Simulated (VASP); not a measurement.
Input of a VASP 6.6.1 run:

The input INCAR:

```
  ALGO = Normal
  EDIFF = 1E-6
  ENCUT = 600
  GGA = PE
  GGA_COMPAT = False
  ISIF = 2
  ISMEAR = 0
  ISPIN = 2
  KPAR = 4
  LASPH = True
  LCHARG = False
  LMAXMIX = 4
  LORBIT = 11
  LREAL = False
  LWAVE = False
  MAGMOM = 0 0 2.17 0 0
  NBANDS = 36
  NELM = 200
  PREC = Accurate
  SIGMA = 0.1
```

KPOINTS

```
k-points
0
Gamma
  14 14 14
```

The input POSCAR:

```
Zr2MnN2
1.0
   -1.6203504780      1.6203504780      5.9488839870
    1.6203504780     -1.6203504780      5.9488839870
    1.6203504780      1.6203504780     -5.9488839870
Zr Mn N
2 1 2
Direct
    0.3516247007      0.3516247007      0.0000000000
    0.6483752993      0.6483752993      0.0000000000
    0.0000000000      0.0000000000      0.0000000000
    0.1626690385      0.1626690385      0.0000000000
    0.8373309615      0.8373309615      0.0000000000
```

Potentials or basis: VASP PAW PBE potentials, release 64 (Zr_sv, Mn_pv, N).

Launch:

```console
$ cat potpaw_PBE.64/Zr_sv/POTCAR potpaw_PBE.64/Mn_pv/POTCAR potpaw_PBE.64/N/POTCAR > POTCAR
$ mpirun -np 4 vasp_std > vasp.out
```

Estimate the net moment.

2.05 μB per cell.

Estimate the pressure.

0.2 GPa.

Estimate the largest force.

0.038 eV/Å.

Stress tensor (GPa, compression positive):
```
0.10 0.00 0.00
0.00 0.10 0.00
0.00 0.00 0.40
```

Caveat: a cell with one magnetic atom can't hold antiferromagnetic order, which such compounds often take.
